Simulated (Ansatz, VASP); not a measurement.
One calculation of SiC, two programs

INCAR

```
ALGO = Normal
EDIFF = 1E-8
ENCUT = 520
GGA = PE
ISIF = 2
ISMEAR = -1
LASPH = T
LCHARG = F
LEFG = T
LREAL = F
LUSENCCL = F
LWAVE = F
NBANDS = 36
NELM = 100
PREC = Accurate
SIGMA = 0.02
```

Contents of KPOINTS:

```
k-points
0
Gamma
  10 10 2
```

The input POSCAR:

```
SiC
1.0
    1.5389000000     -2.6675000000      0.0000000000
    1.5389000000      2.6675000000      0.0000000000
    0.0000000000      0.0000000000     15.1219000000
Si C
6 6
Direct
    0.1666620629      0.8333379371      0.8577214520
    0.8333379371      0.1666620629      0.3577214520
    0.5001149255      0.4998850745      0.5245066742
    0.4998850745      0.5001149255      0.0245066742
    0.8334420064      0.1665579936      0.6912249935
    0.1580440531      0.8164182252      0.1898362791
    0.5001800041      0.4998199959      0.6498136389
    0.4998199959      0.5001800041      0.1498136389
    0.1666200943      0.8333799057      0.9826819952
    0.8333799057      0.1666200943      0.4826819952
    0.8333969748      0.1666030252      0.8161912462
    0.1666030252      0.8333969748      0.3161912462
```

Input for Ansatz:

```yaml
crystal:
  lattice:
    - [1.5389, -2.6675, 0.0]
    - [1.5389, 2.6675, 0.0]
    - [0.0, 0.0, 15.1219]
  atoms:
    - { symbol: Si, position: [0.1666620629, 0.8333379371, 0.857721452] }
    - { symbol: Si, position: [0.8333379371, 0.1666620629, 0.357721452] }
    - { symbol: Si, position: [0.5001149255, 0.4998850745, 0.5245066742] }
    - { symbol: Si, position: [0.4998850745, 0.5001149255, 0.0245066742] }
    - { symbol: Si, position: [0.8334420064, 0.1665579936, 0.6912249935] }
    - { symbol: Si, position: [0.1580440531, 0.8164182252, 0.1898362791] }
    - { symbol: C, position: [0.5001800041, 0.4998199959, 0.6498136389] }
    - { symbol: C, position: [0.4998199959, 0.5001800041, 0.1498136389] }
    - { symbol: C, position: [0.1666200943, 0.8333799057, 0.9826819952] }
    - { symbol: C, position: [0.8333799057, 0.1666200943, 0.4826819952] }
    - { symbol: C, position: [0.8333969748, 0.1666030252, 0.8161912462] }
    - { symbol: C, position: [0.1666030252, 0.8333969748, 0.3161912462] }
kpoints:
  mp_grid: { grid: [10, 10, 2] }
scf:
  occupations: { method: fermi_dirac, width: 0.02 }
hamiltonian:
  xc: pbe
  pseudopotentials: { kind: paw, frozen_core: stored }
output:
  forces: true
  stress: true
  populations: true
  efg: {}
```

Alike in both runs: task electric field gradients; functional PBE; k mesh 10 × 10 × 2; occupations fermi-dirac, width 0.02 eV; no spin polarisation.

|  | VASP | Ansatz |
| --- | --- | --- |
| version | VASP 6.6.1 | Ansatz 0.2.0 |
| potentials or method | VASP PAW PBE potentials, release 64 (Si, C) | plane-wave PAW, scalar-relativistic |
| plane-wave cutoff (eV) | 520 | 420 |
| valence electrons in the cell | 48 | 48 |

```tsv
	VASP	Ansatz	Ansatz less VASP
gap on the k mesh at the Fermi level (eV)	1.99	1.99	+0.002
pressure (GPa)	3.2	3.3	+0.06
traceless stress, the component that is largest in VASP (GPa)	-0.61	-0.61	-0.002
rms of the force components (eV/Å)	0.234	0.234	+0.0003
size of Vzz on the site where it differs most (V/Å²)	14.0	12.9	-1.13
```

Atom by atom the forces differ by 0.001 eV/Å (rms over components).
